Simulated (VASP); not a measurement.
Crystal: Rh.

```
Rh
1.0
     0.00000    1.90000    1.90000
     1.90000    0.00000    1.90000
     1.90000    1.90000    0.00000
Rh
1
Direct
  0.00000 0.00000 0.00000
```

```yaml
Program: VASP 6.6.1
Task: relaxation of cell and atoms
Functional: PBEsol
Potentials_or_basis: VASP PAW PBE potentials, release 64 (Rh_pv)
Cutoff: 600 eV
k_mesh: 24 × 24 × 24
Occupations: gaussian, width 0.1 eV
Spin: no spin polarisation
```

At the start: pressure -4.7 GPa; volume 13.72 Å³/atom.

Q: How do energy, volume and symmetry change on relaxing?

A: Over 4 steps the energy falls by 3.4 meV/atom and the volume is 13.49 Å³/atom (-1.7 %); space group Fm-3m (No. 225, to 0.05 Å).

The path:
```tsv
step	energy change (eV)	largest force (eV/Å)	pressure (GPa)	volume (Å³)
1	0.0000	0.0000	-4.74	13.72
2	0.0204	0.0000	14.16	12.93
3	-0.0034	0.0000	-0.07	13.50
4	-0.0034	0.0000	0.02	13.49
```

Final structure:
```
CELL_PARAMETERS angstrom
0.00000 1.88946 1.88946
1.88946 0.00000 1.88946
1.88946 1.88946 0.00000
ATOMIC_POSITIONS crystal
Rh 0.00000 0.00000 0.00000
```

Caveat: the PAW data sets were made with another functional, which shifts forces and pressure a little.
